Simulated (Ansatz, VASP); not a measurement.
CuI: VASP beside Ansatz

File POSCAR:

```
CuI
1.0
    4.3313371295      0.0000000000      0.0000000000
   -2.1656685648      3.7510479865      0.0000000000
    0.0000000000      0.0000000000      7.1805182349
Cu I
2 2
Direct
    0.3333333333      0.6666666667      0.2500000000
    0.6666666667      0.3333333333      0.7500000000
    0.6666666667      0.3333333333      0.2500000000
    0.3333333333      0.6666666667      0.7500000000
```

Contents of INCAR.step1:

```
  PREC = Accurate
  ENCUT = 520
  ISMEAR = 0
  SIGMA = 0.01
  LREAL = False
  LASPH = True
  NELM = 100
  NBANDS = 26
  GGA = PE
  ALGO = Normal
  EDIFF = 1E-4
  LWAVE = True
  LCHARG = False
```

The input INCAR.step2:

```
  PREC = Accurate
  ENCUT = 520
  EDIFF = 1E-6
  ISMEAR = 0
  SIGMA = 0.01
  LREAL = False
  LASPH = True
  NELM = 100
  ALGO = Normal
  ISIF = 2
  LWAVE = False
  LCHARG = False
  METAGGA = R2SCAN
  LMIXTAU = True
  NBANDS = 26
  ISTART = 1
```

The input KPOINTS:

```
Automatic mesh
0
Gamma
  6 6 4
```

Input for Ansatz:

```yaml
crystal:
  lattice:
    - [4.3313371295, 0.0, 0.0]
    - [-2.1656685648, 3.7510479865, 0.0]
    - [0.0, 0.0, 7.1805182349]
  atoms:
    - { symbol: Cu, position: [0.3333333333, 0.6666666667, 0.25] }
    - { symbol: Cu, position: [0.6666666667, 0.3333333333, 0.75] }
    - { symbol: I, position: [0.6666666667, 0.3333333333, 0.25] }
    - { symbol: I, position: [0.3333333333, 0.6666666667, 0.75] }
kpoints:
  mp_grid: { grid: [6, 6, 4] }
hamiltonian:
  xc: r2scan
scf:
  occupations: { method: fixed }
  n_extra_bands: 5
output:
  forces: true
  stress: true
  eigenvalues: true
```

Alike in both runs: task single point; functional r2SCAN; k mesh 6 × 6 × 4; no spin polarisation.

|  | VASP | Ansatz |
| --- | --- | --- |
| version | VASP 6.6.1 | Ansatz 0.2.0 |
| potentials or method | VASP PAW PBE potentials, release 64 (Cu, I) | plane waves, PAW |
| plane-wave cutoff (eV) | 520 | 500 |
| occupations | gaussian, width 0.01 eV | fixed |
| valence electrons in the cell | 36 | 72 |

```tsv
	VASP	Ansatz	Ansatz less VASP
gap on the k mesh at the Fermi level (eV)	1.71	1.71	-0.004
pressure (GPa)	1.2	1.2	+0.02
traceless stress, the component that is largest in VASP (GPa)	-0.85	-0.90	-0.053
```

VASP's potentials were made for PBE, not for r2SCAN. VASP's potentials hold 36 valence electrons a cell and Ansatz's 72, so a difference there can come from the potentials and not from the codes.

Neither program's run includes spin-orbit coupling.
